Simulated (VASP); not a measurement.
Runs of VASP 6.6.1 on Sn. The structure is that of space group I4_1/amd (No. 141), or close to it. The cells are those of the table. 

| cell | gap on the mesh (eV) | pressure (GPa) |
| --- | --- | --- |
| a = 4.438 Å, angles 97.0, 97.0, 139.1°, 2 atoms | none | 1.6 |
| a = 4.472 Å, angles 97.8, 97.8, 136.8°, 2 atoms | none | (a) |
| a = 4.589 Å, angles 97.4, 97.4, 137.9°, 2 atoms | none | -4.0 |
| a = 4.555 Å, angles 96.7, 96.7, 140.2°, 2 atoms | none | -1.4 |

Alike in all rows: task single point; level r2SCAN; potentials or basis VASP PAW PBE potentials, release 64 (Sn_d); no spin polarisation; k mesh 16 × 16 × 16; cutoff (eV) 520; smearing gaussian 0.15 eV.

**Question.** Fill in the values left out.

**Answer.** (a) -1.5.

Caveats: the PAW data sets were made with another functional, which shifts forces and pressure a little; spin-orbit coupling is left out, which moves the levels of the heavy elements; the cell stands under tension (at least some runs).

A k mesh can miss the band edges, and the runs leave out spin-orbit coupling on Sn.

A gap of «none» marks levels without a gap at the run's occupations.
